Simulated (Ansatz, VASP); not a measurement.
SiNi3 in VASP and in Ansatz

Contents of INCAR:

```
  ALGO = Normal
  EDIFF = 1E-6
  ENCUT = 690
  GGA = PE
  GGA_COMPAT = False
  ISIF = 2
  ISMEAR = -1
  ISPIN = 2
  LASPH = True
  LCHARG = False
  LMAXMIX = 4
  LORBIT = 11
  LREAL = False
  LWAVE = False
  MAGMOM = 1 1 1 0
  NBANDS = 41
  NELM = 200
  NUPDOWN = 3.0
  PREC = Accurate
  SIGMA = 0.05
```

The input KPOINTS:

```
k-points
0
Gamma
  6 6 6
```

The input POSCAR:

```
SiNi3
1.0
    3.5420000000      0.0000000000      0.0000000000
    0.0000000000      3.5420000000      0.0000000000
    0.0000000000      0.0000000000      3.5420000000
Ni Si
3 1
Direct
    0.5000000000      0.5000000000      0.0000000000
    0.5000000000      0.0000000000      0.5000000000
    0.0000000000      0.5000000000      0.5000000000
    0.0000000000      0.0000000000      0.0000000000
```

input.yaml

```yaml
crystal:
  lattice:
    - [3.542, 0.0, 0.0]
    - [0.0, 3.542, 0.0]
    - [0.0, 0.0, 3.542]
  atoms:
    - { symbol: Ni, position: [0.5, 0.5, 0.0], spin: 1.0 }
    - { symbol: Ni, position: [0.5, 0.0, 0.5], spin: 1.0 }
    - { symbol: Ni, position: [0.0, 0.5, 0.5], spin: 1.0 }
    - { symbol: Si, position: [0.0, 0.0, 0.0] }
hamiltonian:
  xc: pbe
  pseudopotentials: { kind: paw }
magnetization:
  spin_polarized: true
  initial_magnetization: 3.0
  spin_locking: { lock_magnetization: hard }
kpoints:
  mp_grid: { grid: [6, 6, 6] }
scf:
  occupations: { method: fermi_dirac, width: 0.05 }
  lower_state_search: "off"
output:
  forces: true
  stress: true
  eigenvalues: true
```

Alike in both runs: task single point; functional PBE; k mesh 6 × 6 × 6; occupations fermi-dirac, width 0.05 eV; collinear spin; fixed moment 3 μB.

|  | VASP | Ansatz |
| --- | --- | --- |
| version | VASP 6.6.1 | Ansatz 0.2.0 |
| potentials or method | VASP PAW PBE potentials, release 64 (Ni_sv_GW, Si) | Ansatz PAW |
| plane-wave cutoff (eV) | 690 | 420 |
| valence electrons in the cell | 58 | 58 |

|  | VASP | Ansatz | Ansatz less VASP |
| --- | --- | --- | --- |
| pressure (GPa) | 1.0 | 1.7 | +0.70 |
| net moment per atom (μB) | 0.75 | 0.75 | 0.000 |
| size of the moment on the site where the two differ most (μB) | 0.13 | 0.15 | +0.026 |

Site moments also hang on the region over which each program counts them.
